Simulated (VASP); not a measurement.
Wanted: the native input for a VASP 6.6.1 run.

| Quantity | Value |
| --- | --- |
| Task | single point |
| Functional | PBEsol |
| Potentials or basis | VASP PAW PBE potentials, release 64 (Bi_d, Te) |
| Cutoff | 500 eV |
| k mesh | 16 × 16 × 16 |
| Occupations | gaussian, width 0.15 eV |
| Spin | no spin polarisation |
| Dipole correction | no |
| Further INCAR settings | ALGO = Normal; EDIFF = 1e-06; NBANDS = 18 |

The structure of BiTe lies in POSCAR:

```
BiTe
1.0
    0.0000000000      3.2451111351      3.1971538277
    3.2451111351      0.0000000000      3.1971538277
    3.2451111351      3.2451111351      0.0000000000
Bi Te
1 1
Direct
    0.0000000000      0.0000000000      0.0000000000
    0.5000000000      0.5000000000      0.5000000000
```

This cell differs from its parent crystal: strain +0.015 along x and y, +0.000 along z.

These files were run (other wordings do the same):

INCAR

```
SYSTEM = BiTe
PREC = Accurate
ENCUT = 500
EDIFF = 1E-6
ISMEAR = 0
SIGMA = 0.15
LREAL = .False.
LASPH = .True.
NELM = 120
ALGO = Normal
ISIF = 2
LWAVE = .False.
LCHARG = .False.
GGA = PS
NBANDS = 18
GGA_COMPAT = .False.
```

KPOINTS

```
regular mesh
0
Gamma
  16 16 16
  0 0 0
```

Potentials or basis: VASP PAW PBE potentials, release 64 (Bi_d, Te).

Run with:

```console
$ cat potpaw_PBE.64/Bi_d/POTCAR potpaw_PBE.64/Te/POTCAR > POTCAR
$ mpirun -np 1 vasp_std > vasp.out
```

It gave:

- Pressure: -1.4 GPa
- Band gap on the k mesh: zero (an odd number of electrons rules out a gap without spin polarisation)

Caveat: the cell differs from its parent crystal (strain +0.015 along x and y, +0.000 along z); the PAW data sets were made with another functional, which shifts forces and pressure a little; spin-orbit coupling is left out, which moves the levels of the heavy elements; an odd number of electrons without spin polarisation forces a metal; a magnetic or distorted state may lie lower.

Run time: 2.9 min on 1 thread of AMD EPYC 9R45 96-Core Processor (Zen 5), on a shared host, peak memory 0.48 GiB.
